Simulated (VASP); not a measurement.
# CoO (Fm-3m) in VASP: a series of runs, part 3 of 3

VASP 6.6.1. Earlier steps stand in the parts before.

### 6 Single point, LDA, collinear spin, ferromagnetic start

This run uses another cell than the first one, of 10.07 Å³/atom, 1.020 times its volume.

File INCAR:

```
SYSTEM = CoO
  ALGO = Normal
  EDIFF = 1E-6
  ENCUT = 520
  ISIF = 2
  ISMEAR = -1
  ISPIN = 2
  LASPH = .TRUE.
  LCHARG = .FALSE.
  LMAXMIX = 4
  LORBIT = 11
  LREAL = .FALSE.
  LWAVE = .FALSE.
  MAGMOM = 2 0
  NBANDS = 18
  NELM = 150
  PREC = Accurate
  SIGMA = 0.05
```

File KPOINTS:

```
k-points
0
G
  11 11 11
  0 0 0
```

File POSCAR:

```
CoO
1.0
    0.0000000000      2.1595492692      2.1595492692
    2.1595492692      0.0000000000      2.1595492692
    2.1595492692      2.1595492692      0.0000000000
Co O
1 1
Direct
    0.0000000000      0.0000000000      0.0000000000
    0.5000000000      0.5000000000      0.5000000000
```

Potentials or basis: VASP PAW LDA potentials, release 64 (Co, O).

Launch:

```bash
cat potpaw_LDA.64/Co/POTCAR potpaw_LDA.64/O/POTCAR > POTCAR
mpirun -np 1 vasp_std > vasp.out
```

OUTCAR:

```text
SYSTEM = CoO
   EDIFF = 1E-6
   ENCUT = 520
   ISIF = 2
   ISMEAR = -1
   ISPIN = 2
   LASPH = .TRUE.
   LORBIT = 11
   LREAL = .FALSE.
   NELM = 150
   PREC = Accurate

 ion  position               nearest neighbor table
   1  0.000  0.000  0.000-   2 2.16   2 2.16   2 2.16   2 2.16   2 2.16   2 2.16
   2  0.500  0.500  0.500-   1 2.16   1 2.16   1 2.16   1 2.16   1 2.16   1 2.16

  LATTYP: Found a face centered cubic cell.
 ALAT       =     4.3190985384

  Lattice vectors:

 A1 = (   0.0000000000,   2.1595492692,   2.1595492692)
 A2 = (   2.1595492692,   0.0000000000,   2.1595492692)
 A3 = (   2.1595492692,   2.1595492692,   0.0000000000)

Analysis of symmetry for initial positions (statically):
[... 25 lines left out ...]
The dynamic configuration has the point symmetry O_h .

Analysis of structural, dynamic, and magnetic symmetry:
=====================================================================
 Subroutine PRICEL returns:
[... 7 lines left out ...]
 out of a pool of 48 trial point group operations.

The overall configuration has the point symmetry O_h .

 Subroutine INISYM returns: Found 48 space group operations
[... 5 lines left out ...]
                                     Primitive cell

  volume of cell :      20.1428

  direct lattice vectors                    reciprocal lattice vectors
     0.000000000  2.159549269  2.159549269    -0.231529795  0.231529795  0.231529795
     2.159549269  0.000000000  2.159549269     0.231529795 -0.231529795  0.231529795
     2.159549269  2.159549269  0.000000000     0.231529795  0.231529795 -0.231529795

  length of vectors
     3.054063865  3.054063865  3.054063865     0.401021369  0.401021369  0.401021369

  position of ions in fractional coordinates (direct lattice)
     0.000000000  0.000000000  0.000000000
     0.500000000  0.500000000  0.500000000

  ion indices of the primitive-cell ions
   primitive index   ion index
                 1           1
                 2           2

----------------------------------------------------------------------------------------

 KPOINTS: k-points

Automatic generation of k-mesh.
 Grid dimensions read from file:
 generate k-points for:   11   11   11

 Generating k-lattice:

  Cartesian coordinates                     Fractional coordinates (reciprocal lattice)
    -0.021048163  0.021048163  0.021048163     0.090909091  0.000000000  0.000000000
     0.021048163 -0.021048163  0.021048163     0.000000000  0.090909091  0.000000000
     0.021048163  0.021048163 -0.021048163     0.000000000  0.000000000  0.090909091

  Length of vectors
     0.036456488  0.036456488  0.036456488

  Shift w.r.t. Gamma in fractional coordinates (k-lattice)
     0.000000000  0.000000000  0.000000000

 Subroutine IBZKPT returns following result:
 ===========================================

 Found     56 irreducible k-points:

 Following reciprocal coordinates:
            Coordinates               Weight
  0.000000  0.000000  0.000000      1.000000
  0.090909  0.000000  0.000000      8.000000
  0.181818  0.000000  0.000000      8.000000
  0.272727  0.000000  0.000000      8.000000
  0.363636  0.000000  0.000000      8.000000
  0.454545  0.000000  0.000000      8.000000
[... 16 lines left out ...]
 -0.272727  0.181818  0.000000     24.000000
 -0.181818  0.181818  0.000000     12.000000
 [... further k-points ...]
   k-points           NKPTS =     56   k-points in BZ     NKDIM =     56   number of bands    NBANDS=     18
   number of dos      NEDOS =    301   number of ions     NIONS =      2
   total plane-waves  NPLWV =  13824
   dimension x,y,z NGX =    24 NGY =   24 NGZ =   24
   dimension x,y,z NGXF=    48 NGYF=   48 NGZF=   48
   ions per type =               1   1
   NGX,Y,Z   is equivalent  to a cutoff of  13.06, 13.06, 13.06 a.u.
   NGXF,Y,Z  is equivalent  to a cutoff of  26.13, 26.13, 26.13 a.u.
 SYSTEM =  CoO
   PREC   = accura    normal or accurate (medium, high low for compatibility)
   ISTART =      0    job   : 0-new  1-cont  2-samecut
   ICHARG =      2    charge: 1-file 2-atom 10-const
   ISPIN  =      2    spin polarized calculation?
   LNONCOLLINEAR =      F non collinear calculations
   LSORBIT =      F    spin-orbit coupling
   LASPH  =      T    aspherical Exc in radial PAW
   ENCUT  =  520.0 eV  38.22 Ry    6.18 a.u.   5.68  5.68  5.68*2*pi/ulx,y,z
   NELM   =    150;   NELMIN=  2; NELMDL= -5     # of ELM steps
   EDIFF  = 0.1E-05   stopping-criterion for ELM
   LREAL  =      F    real-space projection
   EDIFFG = 0.1E-04   stopping-criterion for IOM
   NSW    =      0    number of steps for IOM
   IBRION =     -1    ionic relax: 0-MD 1-quasi-New 2-CG
   NFREE  =      0    steps in history (QN), initial steepest desc. (CG)
   ISIF   =      2    stress and relaxation
   ISYM   =      2    0-nonsym 1-usesym 2-fastsym
   POTIM  = 0.5000    time-step for ionic-motion
   TEBEG  =    0.0;   TEEND  =   0.0 temperature during run
   PSTRESS=    0.0 pullay stress
   NELECT =      15.0000    total number of electrons
   NUPDOWN=      -1.0000    fix difference up-down
   EMIN   =  10.00;   EMAX   =-10.00  energy-range for DOS
   EFERMI =   0.00;   METHOD = LEGACY
   ISMEAR =    -1;   SIGMA  =   0.05  broadening in eV -4-tet -1-fermi 0-gaus
   EFERMI_NEDOS =   21; number of points for ismear=-14 and -15
   IALGO  =     38    algorithm
   IMIX   =      4    mixing-type and parameters
     AMIX     =   0.40;   BMIX     =  1.00
     AMIX_MAG =   1.60;   BMIX_MAG =  1.00
  volume/ion in A,a.u.               =      10.07        67.97
  Fermi-wavevector in a.u.,A,eV,Ry     =   1.483880  2.804127 29.958669  2.201900
  Thomas-Fermi vector in A             =   2.597486
   LORBIT       =     11    0 simple, 1 ext, 2 COOP (PROOUT), +10 PAW based schemes
   GGA     = CA    functional components
   LHFCALC =     F    Hartree Fock is set to
   AEXX    =    0.0000 exact exchange contribution
   IVDW    =     0    specifies the selected vdW correction
   LEPSILON=     F    determine dielectric tensor
   LRPA    =     F    only Hartree local field effects (RPA)
 spin polarized calculation
  energy-cutoff  :      520.00
  volume of cell :       20.14
 maximum number of plane-waves:       556
   NGX = 11   NGY = 11   NGZ = 11

 number of electron      15.0000002 magnetization       2.8732766

 Free energy of the ion-electron system (eV)
  ---------------------------------------------------
  ext. energy  EPLUGINS =         0.00000000
  ---------------------------------------------------
  free energy    TOTEN  =       -14.54622486 eV

  energy without entropy =      -14.51069363  energy(sigma->0) =      -14.52845925

 E-fermi :   7.0556     XC(G=0): -12.6539

 val. band max:        7.0517377735   @ k =   0.4545   0.2727   0.0909
 cond. band min:       7.0615701010   @ k =  -0.4545   0.2727   0.0000
 fundamental gap:      0.0098323275
 Fermi energy:         7.0555852821

 spin component 1

 k-point     1 :       0.0000    0.0000    0.0000
  band No.  band energies     occupation
      1     -12.6275      1.00000
      2       3.9493      1.00000
      3       3.9493      1.00000
      4       3.9493      1.00000
      5       4.0919      1.00000
      6       4.0919      1.00000
[... 10 lines left out ...]
     17      27.5557      0.00000
     18      31.2875      0.00000
[... 466 lines left out ...]
      2       0.6162      1.00000
      3       1.7295      1.00000
      4       2.2308      1.00000
      5       4.4230      1.00000
      6       4.5463      1.00000
[... 10 lines left out ...]
     17      33.9531      0.00000
     18      35.7735      0.00000

 [... further k-points ...]

 spin component 2

 k-point     1 :       0.0000    0.0000    0.0000
  band No.  band energies     occupation
      1     -12.1043      1.00000
      2       4.5349      1.00000
      3       4.5349      1.00000
      4       4.5349      1.00000
      5       6.0513      1.00000
      6       6.0513      1.00000
[... 10 lines left out ...]
     17      28.3591      0.00000
     18      32.0538      0.00000
[... 466 lines left out ...]
      2       1.3200      1.00000
      3       2.9388      1.00000
      4       3.0420      1.00000
      5       6.4339      1.00000
      6       6.8267      0.98982
[... 10 lines left out ...]
     17      34.5308      0.00000
     18      36.3256      0.00000

 [... further k-points ...]
[... 5 lines left out ...]
  --------------------------------------------------------------------------------------
  -------------------------------------------------------------------------------------
  Total       -3.1378558     -3.1378558     -3.1378558     -0.0000000     -0.0000000      0.0000000
  in kB     -249.5883002   -249.5883002   -249.5883002     -0.0000000     -0.0000000      0.0000000
  external PRESSURE =    -249.5883002 kB  Pullay stress =       0.0000000 kB

 VOLUME and BASIS-vectors are now :
 -----------------------------------------------------------------------------
  energy-cutoff  :      520.00
  volume of cell :       20.14
      direct lattice vectors                 reciprocal lattice vectors
     0.000000000  2.159549269  2.159549269    -0.231529795  0.231529795  0.231529795
     2.159549269  0.000000000  2.159549269     0.231529795 -0.231529795  0.231529795
     2.159549269  2.159549269  0.000000000     0.231529795  0.231529795 -0.231529795

 POSITION                                       TOTAL-FORCE (eV/Angst)
 -----------------------------------------------------------------------------------
      0.00000      0.00000      0.00000        -0.000000     -0.000000     -0.000000
      2.15955      2.15955      2.15955         0.000000      0.000000      0.000000
 -----------------------------------------------------------------------------------
    total drift:                                0.000000     -0.000000     -0.000000

  FREE ENERGIE OF THE ION-ELECTRON SYSTEM (eV)
  ---------------------------------------------------
  free  energy   TOTEN  =       -14.5462248645 eV

  energy  without entropy=      -14.5106936270  energy(sigma->0) =      -14.52845925

 total charge

# of ion       s       p       d       tot
------------------------------------------
    1        0.286   0.333   7.149   7.768
    2        1.545   3.364   0.000   4.910
--------------------------------------------------
tot          1.832   3.697   7.149  12.678

 magnetization (x)

# of ion       s       p       d       tot
------------------------------------------
    1        0.018   0.017   2.457   2.491
    2        0.027   0.290   0.000   0.317
--------------------------------------------------
tot          0.045   0.307   2.457   2.809
```

stdout:

```text
POSCAR found type information on POSCAR CoO
 POSCAR found :  2 types and       2 ions
 scaLAPACK will be used
 LDA part: xc-table for (Slater(with rela. corr.)+CA(PZ))
 , standard interpolation
 POSCAR, INCAR and KPOINTS ok, starting setup
 FFT: planning ... GRIDC
 FFT: planning ... GRID_SOFT
 FFT: planning ... GRID
 WAVECAR not read
 entering main loop
```

It took 24 s on 1 thread of Intel Xeon Platinum 8259CL at 2.50GHz (Skylake/Cascade Lake), shared host; peak memory 0.15 GiB.

Results:

| Item | Value |
| --- | --- |
| Free energy | -14.5462 eV |
| Pressure | -25.0 GPa |
| Net moment | 2.87 μB per cell |
| Site moments | Co +2.49; O +0.32 μB |
| Valence electrons inside the program's atomic spheres | Co 7.77; O 4.91 |

Levels at points of the mesh, in eV from the Fermi level:
Spin up:
| k point | band 7 | band 8 | band 9 | band 10 | band 11 | band 12 |
| --- | --- | --- | --- | --- | --- | --- |
| (0.00, 0.00, 0.00) | -2.94 | -2.94 | -2.94 | 0.74 | 16.50 | 17.62 |
Spin down:
```
           k point  band 2  band 3  band 4  band 5  band 6  band 7  band 8  band 9  band 10  band 11
(0.00, 0.00, 0.00)   -2.52   -2.52   -2.52   -1.00   -1.00   -1.00   -0.37   -0.37     1.27    16.58
```

Caveat: a cell with one magnetic atom can't hold antiferromagnetic order, which such compounds often take; semilocal functionals often make such compounds metallic where correlation or magnetic order opens a gap, which also shifts bond lengths. With open d or f shells a metallic result of LDA can be an artefact of self-interaction; +U or a hybrid may open a gap.

### 7 Summary

| level | potentials or basis | cell | gap on the mesh (eV) | pressure (GPa) | moment (μB) |
| --- | --- | --- | --- | --- | --- |
| revPBE | VASP PAW PBE potentials, release 64 (Co, O) | a = 3.034 Å, angles 60.0°, 2 atoms | none | -1.1 | 2.96 |
| LDA | VASP PAW LDA potentials, release 64 (Co, O) | a = 3.034 Å, angles 60.0°, 2 atoms | none | -22.9 | 2.82 |
| PBEsol+D4 | VASP PAW PBE potentials, release 64 (Co, O) | a = 3.054 Å, angles 60.0°, 2 atoms | none | -18.5 | 2.98 |
| revPBE | VASP PAW PBE potentials, release 64 (Co, O) | a = 3.054 Å, angles 60.0°, 2 atoms | none | -4.1 | 2.98 |
| LDA | VASP PAW LDA potentials, release 64 (Co, O) | a = 3.054 Å, angles 60.0°, 2 atoms | none | -25.0 | 2.87 |

Alike in all rows: task single point; spin collinear, ferromagnetic start; k mesh 11 × 11 × 11; cutoff (eV) 520; smearing fermi-dirac 0.05 eV.

Caveats: a cell with one magnetic atom can't hold antiferromagnetic order, which such compounds often take; semilocal functionals often make such compounds metallic where correlation or magnetic order opens a gap, which also shifts bond lengths; the PAW data sets were made with another functional, which shifts forces and pressure a little (some runs); pairwise dispersion overbinds metals, which lowers pressure and volume (some runs).

Absolute energies hang on the potentials; compare differences alone.
